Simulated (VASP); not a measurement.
A run of VASP 6.6.1:

INCAR

```
SYSTEM = TiN
PREC = Accurate
ENCUT = 520
EDIFF = 1E-6
ISMEAR = -1
SIGMA = 0.1
LREAL = .FALSE.
LASPH = .TRUE.
NELM = 100
ALGO = Normal
ISIF = 2
LWAVE = .FALSE.
LCHARG = .TRUE.
GGA = PS
LELF = .TRUE.
LVHAR = .TRUE.
NBANDS = 16
```

KPOINTS

```
Automatic mesh
0
G
  20 20 20
  0 0 0
```

POSCAR

```
TiN
1.0
    0.0000000000      2.0706241703      2.0706241703
    2.0706241703      0.0000000000      2.0706241703
    2.0706241703      2.0706241703      0.0000000000
Ti N
1 1
Direct
    0.0000000000      0.0000000000      0.0000000000
    0.5000000000      0.5000000000      0.5000000000
```

Potentials or basis: VASP PAW PBE potentials, release 64 (Ti_sv, N).

The run is started by

```bash
$ cat potpaw_PBE.64/Ti_sv/POTCAR potpaw_PBE.64/N/POTCAR > POTCAR
$ mpirun -np 1 vasp_std > vasp.out
```

Hardware: 1 thread of Intel(R) Xeon(R) 6975P-C (Granite Rapids), with other jobs on the host.

How long does it take, and how much memory?

Wall time 29 s on 1 thread of Intel(R) Xeon(R) 6975P-C (Granite Rapids) (shared host), peak memory 0.2 GiB. Counts: scf iterations 15, k points 256.
